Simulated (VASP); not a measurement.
Here is a VASP 6.6.1 calculation.

INCAR

```
SYSTEM = TiSi
ALGO = Normal
EDIFF = 1E-7
ENCUT = 520
GGA = PS
ISIF = 2
ISMEAR = 0
LASPH = .True.
LCHARG = .False.
LREAL = .False.
LWAVE = .False.
NBANDS = 15
NELM = 60
PREC = Accurate
SIGMA = 0.15
```

The input KPOINTS:

```
k-points
0
Gamma
  18 18 12
  0 0 0
```

File POSCAR:

```
TiSi
1.0
    1.7889353300     -2.0858596400      0.0000000000
    1.7889353300      2.0858596400      0.0000000000
    0.0000000000      0.0000000000      3.6898159800
Ti Si
1 1
Direct
    0.5000000000      0.5000000000      0.0000000000
    0.0000000000      0.0000000000      0.5000000000
```

Potentials or basis: VASP PAW PBE potentials, release 64 (Ti_sv, Si).

Command:

```console
$ cat potpaw_PBE.64/Ti_sv/POTCAR potpaw_PBE.64/Si/POTCAR > POTCAR
$ mpirun -np 1 vasp_std > vasp.out
```

(1) Estimate the pressure.

(2) Estimate the band gap on the k mesh.

## Answers

(1) 4.9 GPa.

(2) zero (bands 8 and 9 overlap by 1.79 eV).

Caveat: the cell differs from its parent crystal (strain -0.015 along x and y, -0.030 along z); the stress differs along the axes, from 2 to 8 GPa; the PAW data sets were made with another functional, which shifts forces and pressure a little.
